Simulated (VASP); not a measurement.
ZrC:

```
Zr C
1.0
     3.05611    0.00000    0.00000
    -1.52806    2.64667    0.00000
     0.00000    0.00000    2.97526
Zr C
1 1
Cartesian
  0.0000 0.0000 0.0000
  1.5281 0.8822 1.4876
```

| Property | Result |
| --- | --- |
| Program | VASP 6.6.1 |
| Task | relaxation of cell and atoms |
| Functional | PBE |
| Potentials or basis | VASP PAW PBE potentials, release 64 (Zr_sv, C) |
| Cutoff | 600 eV |
| k mesh | 6 × 6 × 6 |
| Occupations | gaussian, width 0.1 eV |
| Spin | no spin polarisation |

At the start: pressure 26.7 GPa; volume 12.03 Å³/atom.

Question: Where does the relaxation end?

Answer: Over 9 steps the energy falls by 178.2 meV/atom and the volume is 13.63 Å³/atom (+13.3 %); space group P-6m2 (No. 187, to 0.05 Å).

Step by step:
| step | energy change (eV) | largest force (eV/Å) | pressure (GPa) | volume (Å³) |
| --- | --- | --- | --- | --- |
| 1 | 0.0000 | 0.0000 | 26.66 | 24.07 |
| 2 | -0.0414 | 0.0000 | -20.48 | 31.62 |
| 3 | -0.3314 | 0.0000 | -3.41 | 27.63 |
| 4 | -0.3318 | 0.0000 | -2.73 | 27.52 |
| 5 | -0.3543 | 0.0000 | 2.05 | 27.00 |
| 6 | -0.3553 | 0.0000 | 1.17 | 27.09 |
| 7 | -0.3553 | 0.0000 | 1.29 | 27.08 |
| 8 | -0.3556 | 0.0000 | -0.71 | 27.40 |
| 9 | -0.3563 | 0.0000 | 0.19 | 27.25 |

Final structure:
```cif
data_structure
_symmetry_space_group_name_H-M 'P 1'
_symmetry_Int_Tables_number 1
_cell_length_a 3.2842
_cell_length_b 3.2842
_cell_length_c 2.9178
_cell_angle_alpha 90.000
_cell_angle_beta 90.000
_cell_angle_gamma 120.000
_cell_volume 27.25
loop_
_atom_site_label
_atom_site_type_symbol
_atom_site_fract_x
_atom_site_fract_y
_atom_site_fract_z
_atom_site_occupancy
Zr1 Zr 0.00000 0.00000 0.00000 1
C1 C 0.66667 0.33333 0.50000 1
```

Caveat: the k points lie up to 0.37 Å⁻¹ apart in the final cell.
